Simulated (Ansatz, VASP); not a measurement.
## One calculation of TaN, two programs

Contents of INCAR:

```
SYSTEM = TaN
PREC = Accurate ; ENCUT = 520
EDIFF = 1E-7 ; ISMEAR = 0
SIGMA = 0.15 ; LREAL = .False.
LASPH = .True. ; NELM = 80
ALGO = Normal ; ISIF = 2
LWAVE = .False. ; LCHARG = .False.
GGA = PS ; NBANDS = 24
```

File KPOINTS:

```
regular mesh
0
Gamma
  20 20 12
  0 0 0
```

Contents of POSCAR:

```
TaN
1.0
    0.0000000000      0.0000000000      2.8707276426
    2.9239890448      0.0000000000      0.0000000000
    0.0000000000      5.0644975863      0.0000000000
Ta N
2 2
Direct
    0.5261257804      0.0000000000      0.3333333333
    0.4738742196      0.5000000000      0.8333333333
    0.0095533379      0.5000000000      0.5000000000
   -0.0095533379      0.0000000000      0.0000000000
```

Input for Ansatz:

```yaml
crystal:
  lattice:
    - [0.0, 0.0, 2.8707276426]
    - [2.9239890448, 0.0, 0.0]
    - [0.0, 5.0644975863, 0.0]
  atoms:
    - { symbol: Ta, position: [0.5261257804, 0.0, 0.3333333333] }
    - { symbol: Ta, position: [0.4738742196, 0.5, 0.8333333333] }
    - { symbol: "N", position: [0.0095533379, 0.5, 0.5] }
    - { symbol: "N", position: [-0.0095533379, 0.0, 0.0] }
basis:
  ecutwfc: 420
kpoints:
  mp_grid: { grid: [20, 20, 12] }
hamiltonian:
  xc: pbesol
scf:
  occupations: { method: gaussian, width: 0.15 }
output:
  forces: true
  stress: true
  eigenvalues: true
```

Change from the starting cell: mode 5 (180.6 1/cm) frozen in, largest displacement +0.075 Å.

Alike in both runs: task single point; functional PBEsol; k mesh 20 × 20 × 12; occupations gaussian, width 0.15 eV; no spin polarisation.

|  | VASP | Ansatz |
| --- | --- | --- |
| version | VASP 6.6.1 | Ansatz 0.2.0 |
| potentials or method | VASP PAW PBE potentials, release 64 (Ta_pv, N), cutoff 520 eV | scalar-relativistic, plane waves, PAW |
| valence electrons in the cell | 32 | 36 |

Ansatz gave:

```
gap on the k mesh at the Fermi level (eV)                     : none
pressure (GPa)                                                : 1.2
traceless stress, the component that is largest in VASP (GPa) : 0.90
rms of the force components (eV/Å)                            : 0.661
```

Task: Estimate VASP's values.

Result: gap on the k mesh at the Fermi level (eV): none; pressure (GPa): 2.1; traceless stress, the component that is largest in VASP (GPa): 0.83; rms of the force components (eV/Å): 0.664.

VASP's potentials were made for PBE, not for PBEsol. Atom by atom the forces differ by 0.003 eV/Å (rms over components). A gap of «none» marks a metal or a gap that the smearing closes. With one functional, cell and mesh, what is left measures potentials, basis and numerics. VASP's potentials hold 32 valence electrons a cell and Ansatz's 36, so a difference there can come from the potentials and not from the codes.

Neither program's run includes spin-orbit coupling.
